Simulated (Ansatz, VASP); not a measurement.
# One calculation of Gd, two programs

INCAR

```
SYSTEM = Gd
ALGO = Normal
EDIFF = 1E-6
ENCUT = 520
GGA = PS
ISIF = 2
ISMEAR = -1
ISPIN = 2
LASPH = .True.
LCHARG = .True.
LELF = .True.
LMAXMIX = 6
LORBIT = 11
LREAL = .False.
LVHAR = .True.
LWAVE = .False.
MAGMOM = 7 7
NBANDS = 29
NELM = 150
PREC = Accurate
SIGMA = 0.05
```

File KPOINTS:

```
k-points
0
Gamma
  8 8 5
  0 0 0
```

POSCAR

```
Gd
1.0
    3.6360000000      0.0000000000      0.0000000000
   -1.8180000000      3.1488683682      0.0000000000
    0.0000000000      0.0000000000      5.7826000000
Gd
2
Direct
    0.6666666667      0.3333333333      0.7500000000
    0.3333333333      0.6666666667      0.2500000000
```

input.yaml

```yaml
crystal:
  lattice:
    - [3.636, 0.0, 0.0]
    - [-1.818, 3.1488683682, 0.0]
    - [0.0, 0.0, 5.7826]
  atoms:
    - { symbol: Gd, position: [0.6666666667, 0.3333333333, 0.75], spin: 7.0 }
    - { symbol: Gd, position: [0.3333333333, 0.6666666667, 0.25], spin: 7.0 }
kpoints:
  mp_grid: { grid: [8, 8, 5] }
  band_path:
    path:
      - [0.0, 0.0, 0.0]
      - [0.5, 0.0, 0.0]
      - [0.3333333333, 0.3333333333, 0.0]
      - [0.0, 0.0, 0.0]
      - [0.0, 0.0, 0.5]
      - [0.5, 0.0, 0.5]
      - [0.3333333333, 0.3333333333, 0.5]
      - [0.0, 0.0, 0.5]
    npoints: 10
scf:
  occupations: { method: fermi_dirac, width: 0.05 }
hamiltonian:
  xc: pbesol
  pseudopotentials: { kind: all_electron, datasets: crystal }
magnetization:
  spin_polarized: true
output:
  forces: true
  stress: true
  eigenvalues: true
  elf: true
  volumetric_format: npy
```

Alike in both runs: functional PBEsol; k mesh 8 × 8 × 5; occupations fermi-dirac, width 0.05 eV; collinear spin.

|  | VASP | Ansatz |
| --- | --- | --- |
| version | VASP 6.6.1 | Ansatz 0.2.0 |
| potentials or method | VASP PAW PBE potentials, release 64 (Gd), cutoff 520 eV | all-electron PAW datasets made for the crystal |
| task | single point | band structure |

```csv
,VASP,Ansatz,Ansatz less VASP
gap on the k mesh at the Fermi level (eV),none,none,-
pressure (GPa),-1.8,-1.8,+0.02
"traceless stress, the component that is largest in VASP (GPa)",0.17,0.18,+0.006
net moment per atom (μB),7.61,7.61,-0.001
size of the moment on the site where the two differ most (μB),6.99,7.33,+0.344
```

VASP's potentials were made for PBE, not for PBEsol. Site moments also hang on the region over which each program counts them. A gap of «none» marks a metal or a gap that the smearing closes. Ansatz ran all-electron here, and VASP with PAW potentials.

Neither program's run includes spin-orbit coupling. Noted on Ansatz's run: the open f shell may have settled in a state that isn't the lowest.
